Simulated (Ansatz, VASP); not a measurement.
## One calculation of W2C3, two programs

```xyz
10
Lattice="2.9557 0.0000 0.0000 -1.4778 2.5597 0.0000 0.0000 0.0000 12.8288" Properties=species:S:1:pos:R:3 pbc="T T T"
W     1.4778    0.8532    8.1881
W     1.4778    0.8532   11.0552
W     0.0000    1.7065    4.6408
W     0.0000    1.7065    1.7737
C     1.4778    0.8532    5.9248
C     0.0000    1.7065    6.9040
C     0.0000    1.7065    9.6216
C     0.0000    1.7065   12.3392
C     1.4778    0.8532    0.4896
C     1.4778    0.8532    3.2072
```

Alike in both runs: functional PBE; k mesh 12 × 12 × 4; occupations gaussian, width 0.1 eV; no spin polarisation.

Ansatz relaxed the structure, and its values are those at the end. VASP's run is a single point on that final structure, the one shown.

```csv
,VASP,Ansatz
version,VASP 6.6.1,Ansatz 0.2.0
potentials or method,"VASP PAW PBE potentials, release 64 (W_sv, C), cutoff 520 eV","scalar-relativistic, plane waves, PAW"
valence electrons in the cell,80,80
```

VASP gave:

* gap on the k mesh at the Fermi level (eV): none
* pressure (GPa): 1.0
* rms of the force components (eV/Å): 0.010

Task: Estimate Ansatz's values.

Result: gap on the k mesh at the Fermi level (eV): none; pressure (GPa): 0.0; rms of the force components (eV/Å): 0.000.

A gap of «none» marks a metal or a gap that the smearing closes.

Spin-orbit coupling is off throughout.
